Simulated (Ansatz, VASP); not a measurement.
# One calculation of H, two programs

```
CELL_PARAMETERS angstrom
-1.69153 1.69153 2.05847
1.69153 -1.69153 2.05847
1.69153 1.69153 -2.05847
ATOMIC_POSITIONS crystal
H 0.86967 0.89999 0.01214
H 0.09014 0.09014 0.00000
```

Change from the starting cell: one atom moved.

Alike in both runs: task single point; functional PBE; k mesh 10 × 10 × 10; occupations gaussian, width 0.02 eV; no spin polarisation.

|  | VASP | Ansatz |
| --- | --- | --- |
| version | VASP 6.6.1 | Ansatz 0.2.0 |
| potentials or method | VASP PAW PBE potentials, release 64 (H), cutoff 520 eV | scalar-relativistic, plane waves, PAW |
| valence electrons in the cell | 2 | 2 |

|  | VASP | Ansatz | Ansatz less VASP |
| --- | --- | --- | --- |
| gap on the k mesh at the Fermi level (eV) | 7.28 | 7.28 | +0.002 |
| least direct gap on the mesh (eV) | 8.22 | 8.23 | +0.002 |
| pressure (GPa) | -5.5 | -5.3 | +0.15 |
| traceless stress, the component that is largest in VASP (GPa) | -11.40 | -11.42 | -0.027 |
| rms of the force components (eV/Å) | 1.692 | 1.694 | +0.0020 |

Atom by atom the forces differ by 0.002 eV/Å (rms over components). With one functional, cell and mesh, what is left measures potentials, basis and numerics.
